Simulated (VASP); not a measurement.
# SnSe (Fm-3m) in VASP: notebook

SnSe is run at these levels: PBEsol; tasks: single point.

Everything below comes from runs of VASP 6.6.1. Logs are shortened: lines on timing, memory, paths and dates and some standing lists are left out, and cuts for length are marked.

**1. The cell of the first run**

The structure is cubic, space group Fm-3m (No. 225). Conventional cell: a = 6.099 Å, b = 6.099 Å, c = 6.099 Å, α = 90.00°, β = 90.00°, γ = 90.00°. Sn (site symmetry m-3m) has 6 Se at 3.05 Å within 4.0 Å. Se (site symmetry m-3m) has 6 Sn at 3.05 Å within 4.0 Å.

**2. Single point, PBEsol**

Input file INCAR:

```
PREC     = Accurate       # precision mode
ENCUT    = 520            # plane-wave cutoff, eV
EDIFF    = 1E-6           # SCF threshold, eV
ISMEAR   = 0              # smearing method
SIGMA    = 0.01           # smearing width, eV
LREAL    = False          # projectors in reciprocal space
LASPH    = True           # aspherical terms in the spheres
NELM     = 100            # most SCF steps
ALGO     = Normal         # electronic algorithm
ISIF     = 2              # what is computed and relaxed
LWAVE    = False          # write WAVECAR
LCHARG   = False          # write CHGCAR
GGA      = PS             # functional
NBANDS   = 17             # bands
```

Input file KPOINTS:

```
Automatic mesh
0
Gamma
  6 6 6
```

Input file POSCAR:

```
SnSe
1.0
    0.0000000000      3.0496098055      3.0496098055
    3.0496098055      0.0000000000      3.0496098055
    3.0496098055      3.0496098055      0.0000000000
Sn Se
1 1
Direct
    0.0000000000      0.0000000000      0.0000000000
    0.5000000000      0.5000000000      0.5000000000
```

Potentials or basis: VASP PAW PBE potentials, release 64 (Sn_d, Se).

Command:

```sh
> cat potpaw_PBE.64/Sn_d/POTCAR potpaw_PBE.64/Se/POTCAR > POTCAR
> mpirun -np 1 vasp_std > vasp.out
```

OUTCAR:

```text
PREC = Accurate
   ENCUT = 520
   EDIFF = 1E-6
   ISMEAR = 0
   LREAL = False
   LASPH = True
   NELM = 100
   ISIF = 2
   GGA = PS

 ion  position               nearest neighbor table
   1  0.000  0.000  0.000-   2 3.05   2 3.05   2 3.05   2 3.05   2 3.05   2 3.05
   2  0.500  0.500  0.500-   1 3.05   1 3.05   1 3.05   1 3.05   1 3.05   1 3.05

  LATTYP: Found a face centered cubic cell.
 ALAT       =     6.0992196110

  Lattice vectors:

 A1 = (   0.0000000000,   3.0496098055,   3.0496098055)
 A2 = (   3.0496098055,   0.0000000000,   3.0496098055)
 A3 = (   3.0496098055,   3.0496098055,   0.0000000000)

Analysis of symmetry for initial positions (statically):
=====================================================================
 Subroutine PRICEL returns:
 Original cell was already a primitive cell.

 Routine SETGRP: Setting up the symmetry group for a
 face centered cubic supercell.

 Subroutine GETGRP returns: Found 48 space group operations
 (whereof 48 operations were pure point group operations)
 out of a pool of 48 trial point group operations.

The static configuration has the point symmetry O_h .

Analysis of symmetry for dynamics (positions and initial velocities):
=====================================================================
 Subroutine PRICEL returns:
 Original cell was already a primitive cell.

 Routine SETGRP: Setting up the symmetry group for a
 face centered cubic supercell.

 Subroutine GETGRP returns: Found 48 space group operations
 (whereof 48 operations were pure point group operations)
 out of a pool of 48 trial point group operations.

The dynamic configuration has the point symmetry O_h .

 Subroutine INISYM returns: Found 48 space group operations
 (whereof 48 operations are pure point group operations),
 and found     1 'primitive' translations

----------------------------------------------------------------------------------------

                                     Primitive cell

  volume of cell :      56.7235

  direct lattice vectors                    reciprocal lattice vectors
     0.000000000  3.049609805  3.049609805    -0.163955401  0.163955401  0.163955401
     3.049609805  0.000000000  3.049609805     0.163955401 -0.163955401  0.163955401
     3.049609805  3.049609805  0.000000000     0.163955401  0.163955401 -0.163955401

  length of vectors
     4.312799547  4.312799547  4.312799547     0.283979086  0.283979086  0.283979086

  position of ions in fractional coordinates (direct lattice)
     0.000000000  0.000000000  0.000000000
     0.500000000  0.500000000  0.500000000

  ion indices of the primitive-cell ions
[... 67 lines left out ...]
   LREAL  =      F    real-space projection
   EDIFFG = 0.1E-04   stopping-criterion for IOM
   NSW    =      0    number of steps for IOM
   IBRION =     -1    ionic relax: 0-MD 1-quasi-New 2-CG
   NFREE  =      0    steps in history (QN), initial steepest desc. (CG)
   ISIF   =      2    stress and relaxation
   ISYM   =      2    0-nonsym 1-usesym 2-fastsym
   POTIM  = 0.5000    time-step for ionic-motion
   TEBEG  =    0.0;   TEEND  =   0.0 temperature during run
   PSTRESS=    0.0 pullay stress
   NELECT =      20.0000    total number of electrons
   NUPDOWN=      -1.0000    fix difference up-down
   EMIN   =  10.00;   EMAX   =-10.00  energy-range for DOS
   EFERMI =   0.00;   METHOD = LEGACY
   ISMEAR =     0;   SIGMA  =   0.01  broadening in eV -4-tet -1-fermi 0-gaus
   EFERMI_NEDOS =   21; number of points for ismear=-14 and -15
   IALGO  =     38    algorithm
   IMIX   =      4    mixing-type and parameters
     AMIX     =   0.40;   BMIX     =  1.00
     AMIX_MAG =   1.60;   BMIX_MAG =  1.00
  volume/ion in A,a.u.               =      28.36       191.39
  Fermi-wavevector in a.u.,A,eV,Ry     =   1.156549  2.185560 18.199216  1.337605
  Thomas-Fermi vector in A             =   2.293168
   LORBIT       =      0    0 simple, 1 ext, 2 COOP (PROOUT), +10 PAW based schemes
   GGA     = PS    functional components
   LHFCALC =     F    Hartree Fock is set to
   AEXX    =    0.0000 exact exchange contribution
   IVDW    =     0    specifies the selected vdW correction
   LEPSILON=     F    determine dielectric tensor
   LRPA    =     F    only Hartree local field effects (RPA)
 non-spin polarized calculation
 Gauss-broadening in eV      SIGMA  =   0.01
  energy-cutoff  :      520.00
  volume of cell :       56.72
 maximum number of plane-waves:      1544
   NGX = 17   NGY = 17   NGZ = 17

 number of electron      19.9999992 magnetization

 Free energy of the ion-electron system (eV)
  ---------------------------------------------------
  ext. energy  EPLUGINS =         0.00000000
  ---------------------------------------------------
  free energy    TOTEN  =        -8.95078434 eV

  energy without entropy =       -8.95078434  energy(sigma->0) =       -8.95078434

 E-fermi :   4.9940     XC(G=0):  -9.6059

 val. band max:        4.9525477194   @ k =   0.5000   0.0000   0.0000
 cond. band min:       5.4329300894   @ k =   0.5000   0.0000   0.0000
 fundamental gap:      0.4803823700
 Fermi energy:         4.9939900389

 k-point     1 :       0.0000    0.0000    0.0000
  band No.  band energies     occupation
      1     -16.4882      2.00000
      2     -16.4882      2.00000
      3     -16.4882      2.00000
      4     -16.4864      2.00000
      5     -16.4864      2.00000
      6      -8.6194      2.00000
[... 297 lines left out ...]
      4     -16.4784      2.00000
      5     -16.4731      2.00000
      6      -7.5022      2.00000
[... 9 lines left out ...]
     16      15.9212      0.00000
     17      17.6142      0.00000

------------------------ aborting loop because EDIFF is reached ----------------------------------------

  FORCE on cell =-STRESS in cart. coord.  units (eV):
  Direction    XX          YY          ZZ          XY          YZ          ZX
  --------------------------------------------------------------------------------------
  -------------------------------------------------------------------------------------
  Total       -1.3913512     -1.3913512     -1.3913512      0.0000000     -0.0000000     -0.0000000
  in kB      -39.2992735    -39.2992735    -39.2992735      0.0000000     -0.0000000     -0.0000000
  external PRESSURE =     -39.2992735 kB  Pullay stress =       0.0000000 kB

 VOLUME and BASIS-vectors are now :
 -----------------------------------------------------------------------------
  energy-cutoff  :      520.00
  volume of cell :       56.72
      direct lattice vectors                 reciprocal lattice vectors
     0.000000000  3.049609805  3.049609805    -0.163955401  0.163955401  0.163955401
     3.049609805  0.000000000  3.049609805     0.163955401 -0.163955401  0.163955401
     3.049609805  3.049609805  0.000000000     0.163955401  0.163955401 -0.163955401

 POSITION                                       TOTAL-FORCE (eV/Angst)
 -----------------------------------------------------------------------------------
      0.00000      0.00000      0.00000         0.000000      0.000000      0.000000
      3.04961      3.04961      3.04961        -0.000000     -0.000000     -0.000000
 -----------------------------------------------------------------------------------
    total drift:                                0.000000     -0.000000     -0.000000

  FREE ENERGIE OF THE ION-ELECTRON SYSTEM (eV)
  ---------------------------------------------------
  free  energy   TOTEN  =        -8.9507843407 eV

  energy  without entropy=       -8.9507843407  energy(sigma->0) =       -8.95078434
```

OSZICAR:

```text
N       E                     dE             d eps       ncg     rms          rms(c)
DAV:   1     0.130447120698E+03    0.13045E+03   -0.99504E+03   553   0.144E+03
DAV:   2     0.380846081460E+01   -0.12664E+03   -0.12208E+03   584   0.343E+02
DAV:   3    -0.879344339168E+01   -0.12602E+02   -0.12529E+02   637   0.947E+01
DAV:   4    -0.912814857061E+01   -0.33471E+00   -0.33443E+00   692   0.162E+01
DAV:   5    -0.913780167397E+01   -0.96531E-02   -0.96527E-02   772   0.268E+00    0.287E+00
DAV:   6    -0.895442516950E+01    0.18338E+00   -0.47091E-01   774   0.429E+00    0.169E+00
DAV:   7    -0.895095568458E+01    0.34695E-02   -0.69572E-02   646   0.126E+00    0.841E-01
DAV:   8    -0.895095222589E+01    0.34587E-05   -0.73109E-03   679   0.693E-01    0.961E-02
DAV:   9    -0.895075513656E+01    0.19709E-03   -0.13468E-03   765   0.253E-01    0.448E-02
DAV:  10    -0.895078274974E+01   -0.27613E-04   -0.11439E-04   630   0.708E-02    0.795E-03
DAV:  11    -0.895078429714E+01   -0.15474E-05   -0.55245E-06   765   0.171E-02    0.204E-03
DAV:  12    -0.895078434072E+01   -0.43580E-07   -0.17238E-07   353   0.480E-03
   1 F= -.89507843E+01 E0= -.89507843E+01  d E =-.363222E-11
```

stdout:

```text
POSCAR found type information on POSCAR SnSe
 POSCAR found :  2 types and       2 ions
 scaLAPACK will be used
 -----------------------------------------------------------------------------
|                                                                             |
|                                                                             |
|     You enforced a specific xc type in the INCAR file but a different       |
|     I HOPE YOU KNOW WHAT YOU ARE DOING!                                     |
|                                                                             |
 -----------------------------------------------------------------------------

 LDA part: xc-table for (Slater+PW92), standard interpolation
 POSCAR, INCAR and KPOINTS ok, starting setup
 FFT: planning ... GRIDC
 FFT: planning ... GRID_SOFT
 FFT: planning ... GRID
 WAVECAR not read
 entering main loop
```

Run time: 16 s. Hardware: 1 thread of Intel Xeon 8259CL, shared host; peak memory 0.17 GiB.

Results:

| Item | Value |
| --- | --- |
| Free energy | -8.9508 eV |
| Pressure | -3.9 GPa |
| Band gap on the k mesh | 0.48 eV, direct |

Levels at points of the mesh, in eV from the valence-band top:
| k point | band 7 | band 8 | band 9 | band 10 | band 11 | band 12 | band 13 | band 14 |
| --- | --- | --- | --- | --- | --- | --- | --- | --- |
| (0.00, 0.00, 0.00) | -5.17 | -2.02 | -2.02 | -2.02 | 4.20 | 4.20 | 4.20 | 5.91 |
| (0.50, 0.00, 0.00) | -7.83 | -1.79 | -1.79 | 0.00 | 0.48 | 1.30 | 1.30 | 8.07 |
| (0.50, 0.50, 0.00) | -5.97 | -5.18 | -3.41 | -3.41 | 3.11 | 5.16 | 5.16 | 5.74 |

Caveat: the PAW data sets were made with another functional, which shifts forces and pressure a little; spin-orbit coupling is left out, which moves the levels of the heavy elements.

**3. Single point, PBEsol**

This run uses another cell than the first one, of 28.91 Å³/atom, 1.019 times its volume.

Input file INCAR:

```
SYSTEM = SnSe
PREC     = Accurate       ! precision mode
ENCUT    = 520            ! plane-wave cutoff, eV
EDIFF    = 1E-6           ! SCF threshold, eV
ISMEAR   = 0              ! smearing method
SIGMA    = 0.01           ! smearing width, eV
LREAL    = .FALSE.        ! projectors in reciprocal space
LASPH    = .TRUE.         ! aspherical terms in the spheres
NELM     = 80             ! most SCF steps
ALGO     = Normal         ! electronic algorithm
ISIF     = 2              ! what is computed and relaxed
LWAVE    = .FALSE.        ! write WAVECAR
LCHARG   = .FALSE.        ! write CHGCAR
GGA      = PS             ! functional
NBANDS   = 17             ! bands
```

Input file KPOINTS:

```
regular mesh
0
G
  6 6 6
  0 0 0
```

Input file POSCAR:

```
SnSe
1.0
    0.0000000000      3.0690345955      3.0690345955
    3.0690345955      0.0000000000      3.0690345955
    3.0690345955      3.0690345955      0.0000000000
Sn Se
1 1
Direct
    0.0000000000      0.0000000000      0.0000000000
    0.5000000000      0.5000000000      0.5000000000
```

Potentials or basis: VASP PAW PBE potentials, release 64 (Sn_d, Se).

Command:

```sh
> cat potpaw_PBE.64/Sn_d/POTCAR potpaw_PBE.64/Se/POTCAR > POTCAR
> mpirun -np 1 vasp_std > vasp.out
```

OUTCAR:

```text
SYSTEM = SnSe
   PREC = Accurate
   ENCUT = 520
   EDIFF = 1E-6
   ISMEAR = 0
   LREAL = .FALSE.
   LASPH = .TRUE.
   NELM = 80
   ISIF = 2
   GGA = PS

 ion  position               nearest neighbor table
   1  0.000  0.000  0.000-   2 3.07   2 3.07   2 3.07   2 3.07   2 3.07   2 3.07
   2  0.500  0.500  0.500-   1 3.07   1 3.07   1 3.07   1 3.07   1 3.07   1 3.07

  LATTYP: Found a face centered cubic cell.
 ALAT       =     6.1380691910

  Lattice vectors:

 A1 = (   0.0000000000,   3.0690345955,   3.0690345955)
 A2 = (   3.0690345955,   0.0000000000,   3.0690345955)
 A3 = (   3.0690345955,   3.0690345955,   0.0000000000)

Analysis of symmetry for initial positions (statically):
=====================================================================
 Subroutine PRICEL returns:
 Original cell was already a primitive cell.

 Routine SETGRP: Setting up the symmetry group for a
 face centered cubic supercell.

 Subroutine GETGRP returns: Found 48 space group operations
 (whereof 48 operations were pure point group operations)
 out of a pool of 48 trial point group operations.

The static configuration has the point symmetry O_h .

[... 150 lines left out ...]

 E-fermi :   4.8551     XC(G=0):  -9.5214

 val. band max:        4.7644424398   @ k =   0.5000   0.0000   0.0000
 cond. band min:       5.1690997313   @ k =   0.5000   0.0000   0.0000
 fundamental gap:      0.4046572915
 Fermi energy:         4.8550753875

 k-point     1 :       0.0000    0.0000    0.0000
  band No.  band energies     occupation
      1     -16.6968      2.00000
      2     -16.6968      2.00000
      3     -16.6968      2.00000
      4     -16.6943      2.00000
      5     -16.6943      2.00000
      6      -8.6999      2.00000
[... 297 lines left out ...]
      4     -16.6878      2.00000
      5     -16.6829      2.00000
      6      -7.6375      2.00000
[... 9 lines left out ...]
     16      15.6151      0.00000
     17      17.3656      0.00000

------------------------ aborting loop because EDIFF is reached ----------------------------------------

  FORCE on cell =-STRESS in cart. coord.  units (eV):
  Direction    XX          YY          ZZ          XY          YZ          ZX
  --------------------------------------------------------------------------------------
  -------------------------------------------------------------------------------------
  Total       -1.6736254     -1.6736254     -1.6736254      0.0000000      0.0000000      0.0000000
  in kB      -46.3802945    -46.3802945    -46.3802945      0.0000000      0.0000000      0.0000000
  external PRESSURE =     -46.3802945 kB  Pullay stress =       0.0000000 kB

 VOLUME and BASIS-vectors are now :
 -----------------------------------------------------------------------------
  energy-cutoff  :      520.00
  volume of cell :       57.81
      direct lattice vectors                 reciprocal lattice vectors
     0.000000000  3.069034595  3.069034595    -0.162917681  0.162917681  0.162917681
     3.069034595  0.000000000  3.069034595     0.162917681 -0.162917681  0.162917681
     3.069034595  3.069034595  0.000000000     0.162917681  0.162917681 -0.162917681

 POSITION                                       TOTAL-FORCE (eV/Angst)
 -----------------------------------------------------------------------------------
      0.00000      0.00000      0.00000        -0.000000     -0.000000     -0.000000
      3.06903      3.06903      3.06903         0.000000      0.000000      0.000000
 -----------------------------------------------------------------------------------
    total drift:                                0.000000     -0.000000     -0.000000

  FREE ENERGIE OF THE ION-ELECTRON SYSTEM (eV)
  ---------------------------------------------------
  free  energy   TOTEN  =        -8.9218523694 eV

  energy  without entropy=       -8.9218523694  energy(sigma->0) =       -8.92185237
```

stdout:

```text
POSCAR found type information on POSCAR SnSe
 POSCAR found :  2 types and       2 ions
 scaLAPACK will be used
 -----------------------------------------------------------------------------
|                                                                             |
|                                                                             |
|     You enforced a specific xc type in the INCAR file but a different       |
|     I HOPE YOU KNOW WHAT YOU ARE DOING!                                     |
|                                                                             |
 -----------------------------------------------------------------------------

 LDA part: xc-table for (Slater+PW92), standard interpolation
 POSCAR, INCAR and KPOINTS ok, starting setup
 FFT: planning ... GRIDC
 FFT: planning ... GRID_SOFT
 FFT: planning ... GRID
 WAVECAR not read
 entering main loop
```

Run time: 15 s. Hardware: 1 thread of Intel Xeon 8259CL, shared host; peak memory 0.18 GiB.

What came out:

- Free energy: -8.9219 eV
- Pressure: -4.6 GPa
- Band gap on the k mesh: 0.40 eV, direct

Caveat: the PAW data sets were made with another functional, which shifts forces and pressure a little; spin-orbit coupling is left out, which moves the levels of the heavy elements. A k mesh can miss the band edges.
